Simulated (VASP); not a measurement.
BaTiO3, 5 atoms in the cell. It takes space group P4mm (No. 99, tetragonal). The conventional cell has a = 3.946 Å, b = 3.946 Å, c = 3.964 Å, α = 90.00°, β = 90.00°, γ = 90.00°. Within 3.6 Å of Ba (site symmetry 4mm) lie 12 O at 2.75 to 2.84 Å and 8 Ti at 3.40 to 3.45 Å. Within 2.5 Å of Ti (site symmetry 4mm) lie 6 O at 1.87 to 2.10 Å. Within 2.5 Å of O (site symmetry 4mm) lie 2 Ti at 1.87 to 2.10 Å. O (site symmetry 2mm) has 2 Ti at 1.98 Å within 2.6 Å. 

* Program: VASP 6.6.1
* Task: single point
* Functional: PBE
* Dispersion: D4
* Potentials or basis: VASP PAW PBE potentials, release 64 (Ba_sv, Ti_sv, O)
* Cutoff: 600 eV
* k mesh: 6 × 6 × 6
* Occupations: gaussian, width 0.01 eV
* Spin: no spin polarisation
* Dipole correction: no
* Further INCAR settings: ALGO = Normal; EDIFF = 1e-06; NBANDS = 28

Potentials or basis: VASP PAW PBE potentials, release 64 (Ba_sv, Ti_sv, O).

Run with:

```bash
$ cat potpaw_PBE.64/Ba_sv/POTCAR potpaw_PBE.64/Ti_sv/POTCAR potpaw_PBE.64/O/POTCAR > POTCAR
$ mpirun -np 1 vasp_std > vasp.out
```

Hardware: 1 thread of Intel(R) Xeon(R) Platinum 8488C (Sapphire Rapids) (shared host).

Task: Estimate the wall time of this run.

Result: Run time: 56 s on 1 thread of Intel(R) Xeon(R) Platinum 8488C (Sapphire Rapids) (shared host), peak memory 0.23 GiB. Counts: scf iterations 17, k points 40.
